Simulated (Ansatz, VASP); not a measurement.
# TiAl3 in VASP and in Ansatz

```
CELL_PARAMETERS angstrom
-1.90892 1.90892 4.27427
1.90892 -1.90892 4.27427
1.90892 1.90892 -4.27427
ATOMIC_POSITIONS crystal
Ti 0.00000 0.00000 0.00000
Al 0.50000 0.50000 0.00000
Al 0.75000 0.25000 0.50000
Al 0.25000 0.75000 0.50000
```

Alike in both runs: functional r2SCAN; dispersion rVV10; k mesh 16 × 16 × 16; occupations gaussian, width 0.1 eV; no spin polarisation.

Ansatz relaxed the structure, and its values are those at the end. VASP's run is a single point on that final structure, the one shown.

```csv
,VASP,Ansatz
version,VASP 6.6.1,Ansatz 0.2.0
potentials or method,"VASP PAW PBE potentials, release 64 (Ti_sv, Al), cutoff 520 eV","scalar-relativistic, plane waves, PAW"
valence electrons in the cell,21,21
```

|  | VASP | Ansatz | Ansatz less VASP |
| --- | --- | --- | --- |
| gap on the k mesh at the Fermi level (eV) | none | none | - |
| pressure (GPa) | 0.0 | 0.0 | +0.02 |

VASP's potentials were made for PBE, not for r2SCAN. A gap of «none» marks a metal or a gap that the smearing closes.
